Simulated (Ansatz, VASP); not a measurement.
**AlN: VASP beside Ansatz**

```xyz
4
Lattice="3.2624 0.0000 0.0000 -1.6312 2.8254 0.0000 0.0000 0.0000 4.3132" Properties=species:S:1:pos:R:3 pbc="T T T"
Al    0.0000    1.8836    3.2349
Al    1.6312    0.9418    1.0783
N     0.0000    1.8836    1.0783
N     1.6312    0.9418    3.2349
```

Change from the starting cell: strain -0.015 along x and y, +0.030 along z, atoms carried along.

Alike in both runs: task single point; functional LDA; k mesh 9 × 9 × 6; occupations gaussian, width 0.05 eV; no spin polarisation.

|  | VASP | Ansatz |
| --- | --- | --- |
| version | VASP 6.6.1 | Ansatz 0.2.0 |
| potentials or method | VASP PAW LDA potentials, release 64 (Al, N), cutoff 600 eV | scalar-relativistic, plane waves, PAW |
| valence electrons in the cell | 16 | 16 |

|  | VASP | Ansatz | Ansatz less VASP |
| --- | --- | --- | --- |
| gap on the k mesh at the Fermi level (eV) | 3.18 | 3.17 | -0.010 |
| least direct gap on the mesh (eV) | 3.18 | 3.17 | -0.010 |
| pressure (GPa) | -6.2 | -6.7 | -0.43 |
| traceless stress, the component that is largest in VASP (GPa) | -5.20 | -4.85 | +0.348 |

LDA's correlation is that of Perdew and Zunger in VASP and of Perdew and Wang (1992) in Ansatz.
